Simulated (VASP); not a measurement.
# Zn (Immm) in VASP: further runs

Zn is run at these levels: PBE; tasks: single point.

Program: VASP 6.6.1. These are calculated values, not measurements. Logs are shortened: lines on timing, memory, paths and dates and some standing lists are left out, and cuts for length are marked.

## 1. The cell of the first run

Symmetry: Immm, No. 71, orthorhombic system. Conventional cell: a = 2.584 Å, b = 2.972 Å, c = 3.654 Å, α = 90.00°, β = 90.00°, γ = 90.00°. Within 3.4 Å of Zn (site symmetry mmm) lie 12 Zn at 2.58 to 2.97 Å.

## 2. Single point, PBE (engineering shear strain xy -0.1400, normal strain along z -0.0700)

File INCAR:

```
  PREC = Accurate
  ENCUT = 520
  EDIFF = 1E-6
  ISMEAR = 0
  SIGMA = 0.15
  LREAL = F
  LASPH = T
  NELM = 100
  ALGO = Fast
  ISIF = 2
  LWAVE = F
  LCHARG = T
  GGA = PE
  LELF = T
  LVHAR = T
  NBANDS = 12
```

File KPOINTS:

```
regular mesh
0
Gamma
  20 20 20
```

File POSCAR:

```
Zn
1.0
   -0.1375037539      1.9643393415      1.8268355876
    1.9643393415     -0.1375037539      1.8268355876
    1.8268355876      1.8268355876      0.0000000000
Zn
1
Direct
    0.0000000000      0.0000000000      0.0000000000
```

Potentials or basis: VASP PAW PBE potentials, release 64 (Zn).

On the command line:

```sh
$ cat potpaw_PBE.64/Zn/POTCAR > POTCAR
$ mpirun -np 1 vasp_std > vasp.out
```

OUTCAR:

```text
PREC = Accurate
   ENCUT = 520
   EDIFF = 1E-6
   ISMEAR = 0
   LREAL = F
   LASPH = T
   NELM = 100
   ISIF = 2
   GGA = PE

 ion  position               nearest neighbor table
   1  0.000  0.000  0.000-

  LATTYP: Found a body centered orthorhombic cell.
 ALAT       =     2.5835356642
 B/A-ratio  =     1.1505376344
 C/A-ratio  =     1.4142135624

  Lattice vectors:

 A1 = (   0.1375037539,  -1.9643393415,  -1.8268355876)
 A2 = (  -0.1375037539,   1.9643393415,  -1.8268355876)
 A3 = (   1.9643393415,  -0.1375037539,   1.8268355876)

Analysis of symmetry for initial positions (statically):
=====================================================================
 Subroutine PRICEL returns:
 Original cell was already a primitive cell.

 Routine SETGRP: Setting up the symmetry group for a
 body centered orthorhombic supercell.

 Subroutine GETGRP returns: Found  8 space group operations
 (whereof  8 operations were pure point group operations)
 out of a pool of  8 trial point group operations.

The static configuration has the point symmetry D_2h.

Analysis of symmetry for dynamics (positions and initial velocities):
=====================================================================
 Subroutine PRICEL returns:
 Original cell was already a primitive cell.

 Routine SETGRP: Setting up the symmetry group for a
 body centered orthorhombic supercell.

 Subroutine GETGRP returns: Found  8 space group operations
 (whereof  8 operations were pure point group operations)
 out of a pool of  8 trial point group operations.

The dynamic configuration has the point symmetry D_2h.

 Subroutine INISYM returns: Found  8 space group operations
 (whereof  8 operations are pure point group operations),
 and found     1 'primitive' translations

----------------------------------------------------------------------------------------

                                     Primitive cell

  volume of cell :      14.0291

  direct lattice vectors                    reciprocal lattice vectors
    -0.137503754  1.964339341  1.826835588    -0.237886454  0.237886454  0.273697318
     1.964339341 -0.137503754  1.826835588     0.237886454 -0.237886454  0.273697318
     1.826835588  1.826835588  0.000000000     0.273697318  0.273697318 -0.273697318

  length of vectors
     2.686049999  2.686049999  2.583535664     0.433693615  0.433693615  0.474057660

  position of ions in fractional coordinates (direct lattice)
     0.000000000  0.000000000  0.000000000

  ion indices of the primitive-cell ions
   primitive index   ion index
                 1           1

----------------------------------------------------------------------------------------

 KPOINTS: regular mesh

Automatic generation of k-mesh.
 Grid dimensions read from file:
 generate k-points for:   20   20   20

 Generating k-lattice:

  Cartesian coordinates                     Fractional coordinates (reciprocal lattice)
    -0.011894323  0.011894323  0.013684866     0.050000000  0.000000000  0.000000000
     0.011894323 -0.011894323  0.013684866     0.000000000  0.050000000  0.000000000
     0.013684866  0.013684866 -0.013684866     0.000000000  0.000000000  0.050000000

  Length of vectors
     0.021684681  0.021684681  0.023702883

  Shift w.r.t. Gamma in fractional coordinates (k-lattice)
     0.000000000  0.000000000  0.000000000

 Subroutine IBZKPT returns following result:
 ===========================================

 Found   1166 irreducible k-points:

 Following reciprocal coordinates:
            Coordinates               Weight
  0.000000  0.000000  0.000000      1.000000
  0.050000 -0.000000  0.000000      4.000000
  0.100000  0.000000  0.000000      4.000000
  0.150000 -0.000000  0.000000      4.000000
  0.200000  0.000000  0.000000      4.000000
  0.250000  0.000000  0.000000      4.000000
[... 16 lines left out ...]
 -0.400000  0.050000  0.000000      4.000000
 -0.350000  0.050000  0.000000      4.000000
 [... further k-points ...]
   k-points           NKPTS =   1166   k-points in BZ     NKDIM =   1166   number of bands    NBANDS=     12
   number of dos      NEDOS =    301   number of ions     NIONS =      1
   total plane-waves  NPLWV =   8000
   dimension x,y,z NGX =    20 NGY =   20 NGZ =   20
   dimension x,y,z NGXF=    40 NGYF=   40 NGZF=   40
   ions per type =               1
   NGX,Y,Z   is equivalent  to a cutoff of  12.38, 12.38, 12.87 a.u.
   NGXF,Y,Z  is equivalent  to a cutoff of  24.76, 24.76, 25.74 a.u.
 SYSTEM =  unknown system
   PREC   = accura    normal or accurate (medium, high low for compatibility)
   ISTART =      0    job   : 0-new  1-cont  2-samecut
   ICHARG =      2    charge: 1-file 2-atom 10-const
   ISPIN  =      1    spin polarized calculation?
   LNONCOLLINEAR =      F non collinear calculations
   LSORBIT =      F    spin-orbit coupling
   LASPH  =      T    aspherical Exc in radial PAW
   ENCUT  =  520.0 eV  38.22 Ry    6.18 a.u.   4.99  4.99  4.80*2*pi/ulx,y,z
   NELM   =    100;   NELMIN=  2; NELMDL= -5     # of ELM steps
   EDIFF  = 0.1E-05   stopping-criterion for ELM
   LREAL  =      F    real-space projection
   EDIFFG = 0.1E-04   stopping-criterion for IOM
   NSW    =      0    number of steps for IOM
   IBRION =     -1    ionic relax: 0-MD 1-quasi-New 2-CG
   NFREE  =      0    steps in history (QN), initial steepest desc. (CG)
   ISIF   =      2    stress and relaxation
   ISYM   =      2    0-nonsym 1-usesym 2-fastsym
   POTIM  = 0.5000    time-step for ionic-motion
   TEBEG  =    0.0;   TEEND  =   0.0 temperature during run
   PSTRESS=    0.0 pullay stress
   NELECT =      12.0000    total number of electrons
   NUPDOWN=      -1.0000    fix difference up-down
   EMIN   =  10.00;   EMAX   =-10.00  energy-range for DOS
   EFERMI =   0.00;   METHOD = LEGACY
   ISMEAR =     0;   SIGMA  =   0.15  broadening in eV -4-tet -1-fermi 0-gaus
   EFERMI_NEDOS =   21; number of points for ismear=-14 and -15
   IALGO  =     68    algorithm
   IMIX   =      4    mixing-type and parameters
     AMIX     =   0.40;   BMIX     =  1.00
     AMIX_MAG =   1.60;   BMIX_MAG =  1.00
  volume/ion in A,a.u.               =      14.03        94.67
  Fermi-wavevector in a.u.,A,eV,Ry     =   1.554028  2.936687 32.858111  2.415003
  Thomas-Fermi vector in A             =   2.658173
   LORBIT       =      0    0 simple, 1 ext, 2 COOP (PROOUT), +10 PAW based schemes
   GGA     = PE    functional components
   LHFCALC =     F    Hartree Fock is set to
   AEXX    =    0.0000 exact exchange contribution
   IVDW    =     0    specifies the selected vdW correction
   LEPSILON=     F    determine dielectric tensor
   LRPA    =     F    only Hartree local field effects (RPA)
 non-spin polarized calculation
 RMM-DIIS sequential band-by-band and
 Gauss-broadening in eV      SIGMA  =   0.15
  energy-cutoff  :      520.00
  volume of cell :       14.03
 maximum number of plane-waves:       393
   NGX =  9   NGY =  9   NGZ =  9

 number of electron      11.9999999 magnetization

 Free energy of the ion-electron system (eV)
  ---------------------------------------------------
  ext. energy  EPLUGINS =         0.00000000
  ---------------------------------------------------
  free energy    TOTEN  =        -1.05875955 eV

  energy without entropy =       -1.05588357  energy(sigma->0) =       -1.05732156

 E-fermi :   3.6652     XC(G=0): -11.9840

 val. band max:        3.6462682373   @ k =  -0.3000   0.4000   0.2500
 cond. band min:       3.6663169333   @ k =  -0.3500   0.0500   0.2500
 fundamental gap:      0.0200486960
 Fermi energy:         3.6652280760

 k-point     1 :       0.0000    0.0000    0.0000
  band No.  band energies     occupation
      1      -7.3439      2.00000
      2      -4.4509      2.00000
      3      -4.2001      2.00000
      4      -4.0477      2.00000
      5      -3.8197      2.00000
      6      -3.6387      2.00000
      7      20.4361      0.00000
      8      20.5764      0.00000
      9      23.3471      0.00000
     10      24.8461      0.00000
     11      25.9559      0.00000
     12      26.3282      0.00000

 k-point     2 :       0.0500   -0.0000    0.0000
  band No.  band energies     occupation
      1      -7.2715      2.00000
      2      -4.4464      2.00000
      3      -4.2037      2.00000
      4      -4.0402      2.00000
      5      -3.8179      2.00000
      6      -3.6425      2.00000
      7      19.0647      0.00000
      8      20.5019      0.00000
      9      24.0012      0.00000
     10      25.5920      0.00000
     11      25.8873      0.00000
     12      26.1169      0.00000

 k-point     3 :       0.1000    0.0000    0.0000
  band No.  band energies     occupation
      1      -7.0570      2.00000
      2      -4.4324      2.00000
      3      -4.2123      2.00000
      4      -4.0224      2.00000
      5      -3.8082      2.00000
      6      -3.6525      2.00000
      7      16.7542      0.00000
      8      20.4972      0.00000
      9      24.3814      0.00000
     10      25.0808      0.00000
     11      25.7077      0.00000
     12      28.2673      0.00000
[... 286 lines left out ...]
 k-point    23 :      -0.4000    0.0500    0.0000
  band No.  band energies     occupation
      1      -5.1421      2.00000
      2      -4.2702      2.00000
      3      -4.0649      2.00000
      4      -3.6689      2.00000
      5      -3.4255      2.00000
      6      -1.6536      2.00000
      7       3.8642      0.06071
      8      19.3807      0.00000
      9      21.3720      0.00000
     10      22.7789      0.00000
     11      25.3178      0.00000
     12      26.4618      0.00000

 k-point    24 :      -0.3500    0.0500    0.0000
  band No.  band energies     occupation
      1      -5.1857      2.00000
      2      -4.2633      2.00000
      3      -4.0490      2.00000
      4      -3.6946      2.00000
      5      -3.4931      2.00000
      6      -2.6905      2.00000
      7       5.6289      0.00000
      8      18.9282      0.00000
      9      21.9358      0.00000
     10      23.2076      0.00000
     11      25.4553      0.00000
     12      26.6914      0.00000

 [... further k-points ...]
[... 5 lines left out ...]
  --------------------------------------------------------------------------------------
  -------------------------------------------------------------------------------------
  Total        0.6567485      0.6567485      0.7389732      0.0074312      0.0000000      0.0000000
  in kB       75.0033191     75.0033191     84.3937084      0.8486722      0.0000000      0.0000000
  external PRESSURE =      78.1334489 kB  Pullay stress =       0.0000000 kB

 VOLUME and BASIS-vectors are now :
 -----------------------------------------------------------------------------
  energy-cutoff  :      520.00
  volume of cell :       14.03
      direct lattice vectors                 reciprocal lattice vectors
    -0.137503754  1.964339341  1.826835588    -0.237886454  0.237886454  0.273697318
     1.964339341 -0.137503754  1.826835588     0.237886454 -0.237886454  0.273697318
     1.826835588  1.826835588  0.000000000     0.273697318  0.273697318 -0.273697318

 POSITION                                       TOTAL-FORCE (eV/Angst)
 -----------------------------------------------------------------------------------
      0.00000      0.00000      0.00000         0.000000      0.000000     -0.000000
 -----------------------------------------------------------------------------------
    total drift:                                0.000000      0.000000      0.000000

  FREE ENERGIE OF THE ION-ELECTRON SYSTEM (eV)
  ---------------------------------------------------
  free  energy   TOTEN  =        -1.0587595461 eV

  energy  without entropy=       -1.0558835662  energy(sigma->0) =       -1.05732156
```

Run time: 63 s. Hardware: 1 thread of Intel Xeon 6975P-C (Granite Rapids), shared host; peak memory 0.28 GiB.

What came out:

| Quantity | Value |
| --- | --- |
| Free energy | -1.0588 eV |
| Pressure | 7.8 GPa |
| Band gap on the k mesh | zero (bands 6 and 7 overlap by 4.30 eV) |

Levels at points of the mesh, in eV from the Fermi level:
| k point | band 3 | band 4 | band 5 | band 6 | band 7 | band 8 | band 9 | band 10 |
| --- | --- | --- | --- | --- | --- | --- | --- | --- |
| (0.00, 0.00, 0.00) | -7.87 | -7.71 | -7.48 | -7.30 | 16.77 | 16.91 | 19.68 | 21.18 |
| (0.50, 0.00, 0.00) | -7.76 | -7.30 | -7.03 | -3.66 | -2.10 | 17.53 | 17.97 | 19.11 |
| (0.50, 0.50, 0.00) | -7.10 | -7.02 | -7.00 | -0.32 | 3.21 | 5.25 | 9.76 | 10.90 |
| (0.00, 0.00, 0.50) | -7.66 | -7.10 | -7.01 | -2.72 | -0.23 | 13.41 | 14.31 | 17.18 |
| (0.50, 0.00, 0.50) | -7.24 | -7.00 | -6.98 | -1.54 | 1.58 | 9.33 | 9.66 | 13.16 |

Caveat: the cell differs from its parent crystal (engineering shear strain xy -0.1400, normal strain along z -0.0700); the cell stands under pressure.

## 3. Single point, PBE (engineering shear strain xy -0.0933, normal strain along z -0.0700)

File INCAR:

```
SYSTEM = Zn
PREC = Accurate ; ENCUT = 520
EDIFF = 1E-6 ; ISMEAR = 0
SIGMA = 0.15 ; LREAL = .False.
LASPH = .True. ; NELM = 60
ALGO = Fast ; ISIF = 2
LWAVE = .False. ; LCHARG = .False.
GGA = PE ; NBANDS = 12
```

File KPOINTS:

```
Automatic mesh
0
Gamma
  20 20 20
  0 0 0
```

File POSCAR:

```
Zn
1.0
   -0.0916364303      1.9643393415      1.8268355876
    1.9643393415     -0.0916364303      1.8268355876
    1.8727029112      1.8727029112      0.0000000000
Zn
1
Direct
    0.0000000000      0.0000000000      0.0000000000
```

Potentials or basis: VASP PAW PBE potentials, release 64 (Zn).

On the command line:

```sh
$ cat potpaw_PBE.64/Zn/POTCAR > POTCAR
$ mpirun -np 1 vasp_std > vasp.out
```

Wall time 59 s (1 thread of Intel Xeon 6975P-C (Granite Rapids), shared host); peak memory 0.28 GiB.

The run converged. Its results:

```
Free energy            : -1.0600 eV
Pressure               : 7.1 GPa
Band gap on the k mesh : zero (bands 6 and 7 overlap by 3.98 eV)
```

Stress tensor (GPa, compression positive):
```
 6.21 -0.09  0.00
-0.09  6.21  0.00
 0.00  0.00  9.04
```

Levels at points of the mesh, in eV from the Fermi level:
```
           k point  band 4  band 5  band 6  band 7  band 8  band 9
(0.00, 0.00, 0.00)   -7.80   -7.52   -7.34   17.57   17.66   20.39
(0.50, 0.00, 0.00)   -7.26   -7.06   -3.55   -1.86   16.60   17.54
(0.50, 0.50, 0.00)   -7.04   -7.02   -0.33    3.21    6.02    9.76
(0.00, 0.00, 0.50)   -7.11   -7.07   -2.92   -0.62   13.87   14.83
(0.50, 0.00, 0.50)   -7.04   -7.01   -1.61    1.44    9.22    9.57
```

Caveat: the cell differs from its parent crystal (engineering shear strain xy -0.0933, normal strain along z -0.0700); the cell stands under pressure.
